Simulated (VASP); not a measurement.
CuAu12: single point with PBE

CuAu12, a slab with vacuum:

```
Au Cu
1.0
     5.76999    0.00000    0.00000
     2.88500    4.99696    0.00000
     0.00000    0.00000   17.71118
Au Cu
12 1
Direct
  0.16667 0.16666 0.05646
  0.66667 0.16666 0.05646
  0.16667 0.66667 0.05646
  0.66667 0.66667 0.05646
  0.85241 0.37103 0.20832
  0.35148 0.36338 0.20685
  0.85269 0.88900 0.21236
  0.35902 0.87261 0.23609
  0.84509 0.23863 0.45642
  0.33092 0.26402 0.42989
  0.88627 0.58444 0.33612
  0.37206 0.72552 0.43151
  0.86741 0.77485 0.46214
```

```json
{
  "Program": "VASP 6.6.1",
  "Task": "single point",
  "Functional": "PBE",
  "Potentials or basis": "VASP PAW PBE potentials, release 64 (Au, Cu)",
  "Cutoff": "520 eV",
  "k mesh": "3 × 3 × 1",
  "Occupations": "fermi-dirac, width 0.05 eV",
  "Spin": "no spin polarisation",
  "Dipole correction": "no",
  "Further INCAR settings": "ALGO = Normal; EDIFF = 1e-06; NBANDS = 84"
}
```

```
Largest force : 0.701 eV/Å
```

Forces in eV/Å, atoms in the order of the input:
```
Au   0.009 -0.088 -0.041
Au   0.019 -0.001  0.058
Au   0.069  0.058 -0.087
Au  -0.079  0.067 -0.116
Au  -0.228 -0.202 -0.508
Au   0.019  0.335  0.420
Au   0.049 -0.287  0.082
Au  -0.040 -0.166 -0.206
Au   0.201 -0.067 -0.668
Au   0.035 -0.369  0.466
Au  -0.136 -0.085  0.343
Au   0.074  0.588  0.205
Cu   0.007  0.216  0.054
```

Levels at points of the mesh, in eV from the Fermi level:
```tsv
k point	band 67	band 68	band 69	band 70	band 71	band 72	band 73	band 74	band 75	band 76
(0.00, 0.00, 0.00)	-1.43	-1.40	-0.73	0.64	0.71	0.93	1.06	1.33	1.46	1.67
```

Run time: 7.8 min on 1 thread of AMD EPYC 7R43 64-Core Processor (Zen 3), with other jobs on the host, peak memory 0.66 GiB.

Caveat: the k points lie up to 0.42 Å⁻¹ apart; spin-orbit coupling is left out, which moves the levels of the heavy elements.
